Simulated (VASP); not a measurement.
# Li (Fm-3m) in VASP: a series of runs

Li is run at these levels: PBE; tasks: single point, relaxation of cell and atoms.

Program: VASP 6.6.1. These are calculated values, not measurements. Logs are shortened: lines on timing, memory, paths and dates and some standing lists are left out, and cuts for length are marked.

### Step 1. The cell of the first run

The structure is cubic, space group Fm-3m (No. 225). Conventional cell: a = 3.439 Å, b = 3.439 Å, c = 3.439 Å, α = 90.00°, β = 90.00°, γ = 90.00°. Li (site symmetry m-3m) has 12 Li at 2.43 Å within 3.2 Å.

### Step 2. Single point, PBE

Contents of INCAR:

```
ALGO     = Normal         # electronic algorithm
EDIFF    = 1E-6           # SCF threshold, eV
ENCUT    = 520            # plane-wave cutoff, eV
GGA      = PE             # functional
ISIF     = 2              # what is computed and relaxed
ISMEAR   = -1             # smearing method
LASPH    = T              # aspherical terms in the spheres
LCHARG   = F              # write CHGCAR
LREAL    = F              # projectors in reciprocal space
LWAVE    = F              # write WAVECAR
NBANDS   = 8              # bands
NELM     = 100            # most SCF steps
PREC     = Accurate       # precision mode
SIGMA    = 0.08           # smearing width, eV
```

Contents of KPOINTS:

```
k-points
0
Gamma
  19 19 19
```

Contents of POSCAR:

```
Li
1.0
    0.0000000000      1.7194296820      1.7194296820
    1.7194296820      0.0000000000      1.7194296820
    1.7194296820      1.7194296820      0.0000000000
Li
1
Direct
    0.0000000000      0.0000000000      0.0000000000
```

Potentials or basis: VASP PAW PBE potentials, release 64 (Li_sv).

Started as:

```bash
$ cat potpaw_PBE.64/Li_sv/POTCAR > POTCAR
$ mpirun -np 1 vasp_std > vasp.out
```

OUTCAR:

```text
EDIFF = 1E-6
   ENCUT = 520
   GGA = PE
   ISIF = 2
   ISMEAR = -1
   LASPH = T
   LREAL = F
   NELM = 100
   PREC = Accurate

 ion  position               nearest neighbor table
   1  0.000  0.000  0.000-

  LATTYP: Found a face centered cubic cell.
 ALAT       =     3.4388593640

  Lattice vectors:

 A1 = (   0.0000000000,   1.7194296820,   1.7194296820)
 A2 = (   1.7194296820,   0.0000000000,   1.7194296820)
 A3 = (   1.7194296820,   1.7194296820,   0.0000000000)

Analysis of symmetry for initial positions (statically):
=====================================================================
 Subroutine PRICEL returns:
 Original cell was already a primitive cell.

 Routine SETGRP: Setting up the symmetry group for a
 face centered cubic supercell.

 Subroutine GETGRP returns: Found 48 space group operations
[... 9 lines left out ...]

 Routine SETGRP: Setting up the symmetry group for a
 face centered cubic supercell.

 Subroutine GETGRP returns: Found 48 space group operations
[... 11 lines left out ...]
                                     Primitive cell

  volume of cell :      10.1668

  direct lattice vectors                    reciprocal lattice vectors
     0.000000000  1.719429682  1.719429682    -0.290794096  0.290794096  0.290794096
     1.719429682  0.000000000  1.719429682     0.290794096 -0.290794096  0.290794096
     1.719429682  1.719429682  0.000000000     0.290794096  0.290794096 -0.290794096

  length of vectors
     2.431640776  2.431640776  2.431640776     0.503670149  0.503670149  0.503670149

  position of ions in fractional coordinates (direct lattice)
     0.000000000  0.000000000  0.000000000

  ion indices of the primitive-cell ions
   primitive index   ion index
                 1           1

----------------------------------------------------------------------------------------

 KPOINTS: k-points

Automatic generation of k-mesh.
 Grid dimensions read from file:
 generate k-points for:   19   19   19

 Generating k-lattice:

  Cartesian coordinates                     Fractional coordinates (reciprocal lattice)
    -0.015304952  0.015304952  0.015304952     0.052631579  0.000000000  0.000000000
     0.015304952 -0.015304952  0.015304952     0.000000000  0.052631579  0.000000000
     0.015304952  0.015304952 -0.015304952     0.000000000  0.000000000  0.052631579

  Length of vectors
     0.026508955  0.026508955  0.026508955

  Shift w.r.t. Gamma in fractional coordinates (k-lattice)
     0.000000000  0.000000000  0.000000000

 Subroutine IBZKPT returns following result:
 ===========================================

 Found    220 irreducible k-points:

 Following reciprocal coordinates:
            Coordinates               Weight
  0.000000  0.000000  0.000000      1.000000
  0.052632  0.000000  0.000000      8.000000
  0.105263  0.000000  0.000000      8.000000
  0.157895  0.000000  0.000000      8.000000
  0.210526  0.000000  0.000000      8.000000
  0.263158  0.000000  0.000000      8.000000
[... 16 lines left out ...]
 -0.315789  0.052632  0.000000     24.000000
 -0.263158  0.052632  0.000000     24.000000
 [... further k-points ...]
   k-points           NKPTS =    220   k-points in BZ     NKDIM =    220   number of bands    NBANDS=      8
   number of dos      NEDOS =    301   number of ions     NIONS =      1
   total plane-waves  NPLWV =   5832
   dimension x,y,z NGX =    18 NGY =   18 NGZ =   18
   dimension x,y,z NGXF=    36 NGYF=   36 NGZF=   36
   ions per type =               1
   NGX,Y,Z   is equivalent  to a cutoff of  12.31, 12.31, 12.31 a.u.
   NGXF,Y,Z  is equivalent  to a cutoff of  24.61, 24.61, 24.61 a.u.
 SYSTEM =  unknown system
   PREC   = accura    normal or accurate (medium, high low for compatibility)
   ISTART =      0    job   : 0-new  1-cont  2-samecut
   ICHARG =      2    charge: 1-file 2-atom 10-const
   ISPIN  =      1    spin polarized calculation?
   LNONCOLLINEAR =      F non collinear calculations
   LSORBIT =      F    spin-orbit coupling
   LASPH  =      T    aspherical Exc in radial PAW
   ENCUT  =  520.0 eV  38.22 Ry    6.18 a.u.   4.52  4.52  4.52*2*pi/ulx,y,z
   NELM   =    100;   NELMIN=  2; NELMDL= -5     # of ELM steps
   EDIFF  = 0.1E-05   stopping-criterion for ELM
   LREAL  =      F    real-space projection
   EDIFFG = 0.1E-04   stopping-criterion for IOM
   NSW    =      0    number of steps for IOM
   IBRION =     -1    ionic relax: 0-MD 1-quasi-New 2-CG
   NFREE  =      0    steps in history (QN), initial steepest desc. (CG)
   ISIF   =      2    stress and relaxation
   ISYM   =      2    0-nonsym 1-usesym 2-fastsym
   POTIM  = 0.5000    time-step for ionic-motion
   TEBEG  =    0.0;   TEEND  =   0.0 temperature during run
   PSTRESS=    0.0 pullay stress
   NELECT =       3.0000    total number of electrons
   NUPDOWN=      -1.0000    fix difference up-down
   EMIN   =  10.00;   EMAX   =-10.00  energy-range for DOS
   EFERMI =   0.00;   METHOD = LEGACY
   ISMEAR =    -1;   SIGMA  =   0.08  broadening in eV -4-tet -1-fermi 0-gaus
   EFERMI_NEDOS =   21; number of points for ismear=-14 and -15
   IALGO  =     38    algorithm
   IMIX   =      4    mixing-type and parameters
     AMIX     =   0.40;   BMIX     =  1.00
     AMIX_MAG =   1.60;   BMIX_MAG =  1.00
  volume/ion in A,a.u.               =      10.17        68.61
  Fermi-wavevector in a.u.,A,eV,Ry     =   1.089902  2.059616 16.162179  1.187887
  Thomas-Fermi vector in A             =   2.226115
   LORBIT       =      0    0 simple, 1 ext, 2 COOP (PROOUT), +10 PAW based schemes
   GGA     = PE    functional components
   LHFCALC =     F    Hartree Fock is set to
   AEXX    =    0.0000 exact exchange contribution
   IVDW    =     0    specifies the selected vdW correction
   LEPSILON=     F    determine dielectric tensor
   LRPA    =     F    only Hartree local field effects (RPA)
 non-spin polarized calculation
  energy-cutoff  :      520.00
  volume of cell :       10.17
 maximum number of plane-waves:       290
 NGX is ok and might be reduce to    18
   NGX =  9   NGY =  9   NGZ =  9

 number of electron       2.9999991 magnetization

 Free energy of the ion-electron system (eV)
  ---------------------------------------------------
  ext. energy  EPLUGINS =         0.00000000
  ---------------------------------------------------
  free energy    TOTEN  =        -1.34109490 eV

  energy without entropy =       -1.33207039  energy(sigma->0) =       -1.33658264

 E-fermi :   3.2266     XC(G=0):  -8.9608

 val. band max:        3.1805589552   @ k =   0.4211   0.3684   0.0526
 cond. band min:       3.2585091868   @ k =  -0.4737   0.1579   0.0526
 fundamental gap:      0.0779502316
 Fermi energy:         3.2265841537

 k-point     1 :       0.0000    0.0000    0.0000
  band No.  band energies     occupation
      1     -42.4877      2.00000
      2      -0.8492      2.00000
      3      26.4061      0.00000
      4      26.4061      0.00000
      5      26.4061      0.00000
      6      31.6610      0.00000
      7      31.6611      0.00000
      8      31.6611      0.00000

 k-point     2 :       0.0526    0.0000    0.0000
  band No.  band energies     occupation
      1     -42.4819      2.00000
      2      -0.7961      2.00000
      3      25.3946      0.00000
      4      26.1830      0.00000
      5      26.1830      0.00000
      6      30.7541      0.00000
      7      32.0347      0.00000
      8      32.0347      0.00000

 k-point     3 :       0.1053    0.0000    0.0000
  band No.  band energies     occupation
      1     -42.4653      2.00000
      2      -0.6359      2.00000
      3      23.1032      0.00000
      4      25.6688      0.00000
      5      25.6688      0.00000
      6      30.6238      0.00000
      7      32.9371      0.00000
      8      32.9371      0.00000

 k-point     4 :       0.1579    0.0000    0.0000
  band No.  band energies     occupation
      1     -42.4394      2.00000
      2      -0.3668      2.00000
      3      20.5121      0.00000
      4      25.0920      0.00000
      5      25.0920      0.00000
      6      30.9949      0.00000
      7      33.7423      0.00000
      8      33.7423      0.00000

 k-point     5 :       0.2105    0.0000    0.0000
  band No.  band energies     occupation
      1     -42.4074      2.00000
      2       0.0112      2.00000
      3      17.9815      0.00000
      4      24.5747      0.00000
      5      24.5747      0.00000
      6      31.4383      0.00000
      7      33.3454      0.00000
      8      33.3454      0.00000

 k-point     6 :       0.2632    0.0000    0.0000
  band No.  band energies     occupation
      1     -42.3724      2.00000
      2       0.4966      2.00000
      3      15.6296      0.00000
      4      24.1658      0.00000
      5      24.1658      0.00000
      6      31.4424      0.00000
      7      32.1773      0.00000
      8      32.1773      0.00000

 k-point     7 :       0.3158    0.0000    0.0000
  band No.  band energies     occupation
      1     -42.3382      2.00000
      2       1.0769      2.00000
      3      13.5187      0.00000
      4      23.8781      0.00000
      5      23.8782      0.00000
      6      30.9446      0.00000
      7      31.0066      0.00000
      8      31.0066      0.00000

 k-point     8 :       0.3684    0.0000    0.0000
  band No.  band energies     occupation
      1     -42.3087      2.00000
      2       1.7173      2.00000
      3      11.7104      0.00000
      4      23.7029      0.00000
      5      23.7029      0.00000
      6      30.0379      0.00000
      7      30.0379      0.00000
      8      30.3851      0.00000

 k-point     9 :       0.4211    0.0000    0.0000
  band No.  band energies     occupation
      1     -42.2867      2.00000
      2       2.3314      1.99997
      3      10.3112      0.00000
      4      23.6158      0.00000
      5      23.6158      0.00000
      6      29.3480      0.00000
      7      29.3480      0.00000
      8      29.9668      0.00000

 k-point    10 :       0.4737    0.0000    0.0000
  band No.  band energies     occupation
      1     -42.2752      2.00000
      2       2.7432      1.99526
      3       9.5030      0.00000
      4      23.5842      0.00000
      5      23.5842      0.00000
      6      28.9874      0.00000
      7      28.9874      0.00000
      8      29.7489      0.00000
[... 78 lines left out ...]
 k-point    18 :       0.4211    0.0526    0.0000
  band No.  band energies     occupation
      1     -42.2904      2.00000
      2       2.2164      1.99999
      3      10.7121      0.00000
      4      22.6893      0.00000
      5      23.9116      0.00000
      6      27.2971      0.00000
      7      30.6778      0.00000
      8      32.3407      0.00000

 k-point    19 :       0.4737    0.0526    0.0000
  band No.  band energies     occupation
      1     -42.2754      2.00000
      2       2.7313      1.99591
      3       9.6700      0.00000
      4      22.8868      0.00000
      5      23.4417      0.00000
      6      27.1923      0.00000
      7      29.9552      0.00000
      8      32.1165      0.00000

 k-point    20 :      -0.4737    0.0526    0.0000
  band No.  band energies     occupation
      1     -42.2716      2.00000
      2       2.8880      1.97137
      3       9.3796      0.00000
      4      23.0255      0.00000
      5      23.2044      0.00000
      6      27.3785      0.00000
      7      29.5026      0.00000
      8      32.1467      0.00000

 k-point    21 :      -0.4211    0.0526    0.0000
  band No.  band energies     occupation
      1     -42.2792      2.00000
      2       2.5880      1.99932
      3       9.9419      0.00000
      4      22.7142      0.00000
      5      23.6077      0.00000
      6      27.8089      0.00000
      7      29.3565      0.00000
      8      32.4331      0.00000

 k-point    22 :      -0.3684    0.0526    0.0000
  band No.  band energies     occupation
      1     -42.2977      2.00000
      2       2.0062      2.00000
      3      11.1766      0.00000
      4      22.5411      0.00000
      5      24.0577      0.00000
      6      28.4501      0.00000
      7      29.5514      0.00000
      8      32.9524      0.00000

 k-point    23 :      -0.3158    0.0526    0.0000
  band No.  band energies     occupation
      1     -42.3246      2.00000
      2       1.3522      2.00000
      3      12.8672      0.00000
      4      22.5238      0.00000
      5      24.5255      0.00000
      6      29.2730      0.00000
      7      30.1037      0.00000
      8      33.6042      0.00000

 k-point    24 :      -0.2632    0.0526    0.0000
  band No.  band energies     occupation
      1     -42.3573      2.00000
      2       0.7392      2.00000
      3      14.8827      0.00000
      4      22.6699      0.00000
      5      25.0038      0.00000
      6      30.2143      0.00000
      7      30.9876      0.00000
      8      33.7633      0.00000

 [... further k-points ...]
[... 5 lines left out ...]
  --------------------------------------------------------------------------------------
  -------------------------------------------------------------------------------------
  Total        1.8940654      1.8940654      1.8940654     -0.0000000     -0.0000000      0.0000000
  in kB      298.4848521    298.4848521    298.4848521     -0.0000000     -0.0000000      0.0000000
  external PRESSURE =     298.4848521 kB  Pullay stress =       0.0000000 kB

 VOLUME and BASIS-vectors are now :
 -----------------------------------------------------------------------------
  energy-cutoff  :      520.00
  volume of cell :       10.17
      direct lattice vectors                 reciprocal lattice vectors
     0.000000000  1.719429682  1.719429682    -0.290794096  0.290794096  0.290794096
     1.719429682  0.000000000  1.719429682     0.290794096 -0.290794096  0.290794096
     1.719429682  1.719429682  0.000000000     0.290794096  0.290794096 -0.290794096

 POSITION                                       TOTAL-FORCE (eV/Angst)
 -----------------------------------------------------------------------------------
      0.00000      0.00000      0.00000         0.000000     -0.000000      0.000000
 -----------------------------------------------------------------------------------
    total drift:                                0.000000     -0.000000      0.000000

  FREE ENERGIE OF THE ION-ELECTRON SYSTEM (eV)
  ---------------------------------------------------
  free  energy   TOTEN  =        -1.3410949006 eV

  energy  without entropy=       -1.3320703875  energy(sigma->0) =       -1.33658264
```

Run time: 7.7 s. Hardware: 1 thread of Intel Xeon Platinum 8559C (Emerald Rapids), shared host; peak memory 0.12 GiB.

Results:

- Free energy: -1.3411 eV

Caveat: the cutoff is under 1.25 times the usual one of these potentials, so pressure, stress and relaxed cells hold a basis-set (Pulay) error.

### Step 3. Relaxation of cell and atoms, PBE, target pressure 30 GPa, at which the enthalpy is minimised

Contents of INCAR:

```
PREC = Accurate
ENCUT = 600
EDIFF = 1E-6
ISMEAR = -1
SIGMA = 0.08
LREAL = F
LASPH = T
NELM = 100
ALGO = Normal
ISIF = 3
LWAVE = F
LCHARG = F
GGA = PE
IBRION = 2
NSW = 60
EDIFFG = -0.005
PSTRESS = 300.0
```

Contents of KPOINTS:

```
Automatic mesh
0
Gamma
  19 19 19
```

Contents of POSCAR:

```
Li
1.0
    0.0000000000      1.7188260987      1.7188260987
    1.7188260987      0.0000000000      1.7188260987
    1.7188260987      1.7188260987      0.0000000000
Li
1
Direct
    0.0000000000      0.0000000000      0.0000000000
```

Potentials or basis: VASP PAW PBE potentials, release 64 (Li_sv).

Started as:

```bash
$ cat potpaw_PBE.64/Li_sv/POTCAR > POTCAR
$ mpirun -np 1 vasp_std > vasp.out
```

Run time: 8.3 s. Hardware: 1 thread of Intel Xeon Platinum 8559C (Emerald Rapids), shared host; peak memory 0.11 GiB.

The run converged. Its results:

```
Free energy                                            : -1.3379 eV
Relaxed volume                                         : 10.15 Å³/atom
Relaxed cell                                           : a = 2.430 Å, b = 2.430 Å, c = 2.430 Å, α = 60.00°, β = 60.00°, γ = 60.00°
Space group after relaxing (to 0.05 Å)                 : Fm-3m (No. 225)
Energy change on relaxing (the enthalpy is what falls) : +1.9 meV/atom
Ionic steps                                            : 2
Pressure after relaxing                                : 30.0 GPa
```

Step by step:
```tsv
step	energy change (eV)	largest force (eV/Å)	pressure (GPa)	volume (Å³)
1	0.0000	0.0000	29.89	10.16
2	0.0019	0.0000	29.98	10.15
```

Final structure:
```xyz
1
Lattice="0.0000 1.7182 1.7182 1.7182 0.0000 1.7182 1.7182 1.7182 0.0000" Properties=species:S:1:pos:R:3 pbc="T T T"
Li    0.0000    0.0000    0.0000
```

Levels at points of the mesh, in eV from the Fermi level:
| k point | band 1 | band 2 | band 3 | band 4 | band 5 |
| --- | --- | --- | --- | --- | --- |
| (0.00, 0.00, 0.00) | -45.71 | -4.08 | 23.21 | 23.21 | 23.21 |

Caveat: the cutoff is under 1.25 times the usual one of these potentials, so pressure, stress and relaxed cells hold a basis-set (Pulay) error; the cell is relaxed towards a set pressure, so the enthalpy falls and the energy may rise.

### Step 4. Relaxation of cell and atoms, PBE, target pressure 30 GPa, at which the enthalpy is minimised

Contents of INCAR:

```
SYSTEM = Li
PREC = Accurate
ENCUT = 600
EDIFF = 1E-7
ISMEAR = -1
SIGMA = 0.08
LREAL = .FALSE.
LASPH = .TRUE.
NELM = 60
ALGO = Normal
ISIF = 3
LWAVE = .FALSE.
LCHARG = .FALSE.
GGA = PE
IBRION = 2
NSW = 32
EDIFFG = -0.005
PSTRESS = 300.0
```

Contents of KPOINTS:

```
regular mesh
0
G
  19 19 19
  0 0 0
```

Contents of POSCAR:

```
Li
1.0
    0.0000000000      1.7194296820      1.7194296820
    1.7194296820      0.0000000000      1.7194296820
    1.7194296820      1.7194296820      0.0000000000
Li
1
Direct
    0.0000000000      0.0000000000      0.0000000000
```

Started as:

```bash
$ cat potpaw_PBE.64/Li_sv/POTCAR > POTCAR
$ mpirun -np 1 vasp_std > vasp.out
```

Run time: 8.5 s. Hardware: 1 thread of Intel Xeon Platinum 8559C (Emerald Rapids), shared host; peak memory 0.11 GiB.

The run converged. Its results:

```
Free energy                                            : -1.3379 eV
Relaxed volume                                         : 10.15 Å³/atom
Relaxed cell                                           : a = 2.430 Å, b = 2.430 Å, c = 2.430 Å, α = 60.00°, β = 60.00°, γ = 60.00°
Space group after relaxing (to 0.05 Å)                 : Fm-3m (No. 225)
Energy change on relaxing (the enthalpy is what falls) : +3.9 meV/atom
Ionic steps                                            : 2
Pressure after relaxing                                : 30.0 GPa
```

Step by step:
| step | energy change (eV) | largest force (eV/Å) | pressure (GPa) | volume (Å³) |
| --- | --- | --- | --- | --- |
| 1 | 0.0000 | 0.0000 | 29.78 | 10.17 |
| 2 | 0.0039 | 0.0000 | 29.97 | 10.15 |

Final structure:
```xyz
1
Lattice="0.0000 1.7183 1.7183 1.7183 0.0000 1.7183 1.7183 1.7183 0.0000" Properties=species:S:1:pos:R:3 pbc="T T T"
Li    0.0000    0.0000    0.0000
```

Levels at points of the mesh, in eV from the Fermi level:
| k point | band 1 | band 2 | band 3 | band 4 | band 5 |
| --- | --- | --- | --- | --- | --- |
| (0.00, 0.00, 0.00) | -45.71 | -4.08 | 23.21 | 23.21 | 23.21 |

Caveat: the cutoff is under 1.25 times the usual one of these potentials, so pressure, stress and relaxed cells hold a basis-set (Pulay) error; the cell is relaxed towards a set pressure, so the enthalpy falls and the energy may rise.

### Step 5. The runs side by side

| task | cell | cutoff (eV) | gap on the mesh (eV) | pressure (GPa) |
| --- | --- | --- | --- | --- |
| single point | a = 2.432 Å, angles 60.0°, 1 atom | 520 | none | - |
| relaxation of cell and atoms | relaxed to 30 GPa from a = 2.431 Å, angles 60.0°, 1 atom | 600 | none | 30.0 |
| relaxation of cell and atoms | relaxed to 30 GPa from a = 2.432 Å, angles 60.0°, 1 atom | 600 | none | 30.0 |

Alike in all rows: level PBE; potentials or basis VASP PAW PBE potentials, release 64 (Li_sv); no spin polarisation; k mesh 19 × 19 × 19; smearing fermi-dirac 0.08 eV.

Caveats: the cutoff is under 1.25 times the usual one of these potentials, so pressure, stress and relaxed cells hold a basis-set (Pulay) error; the cell is relaxed towards a set pressure, so the enthalpy falls and the energy may rise (some runs).

Total energies depend on the potentials used, so only differences within one code and one set of settings carry meaning.
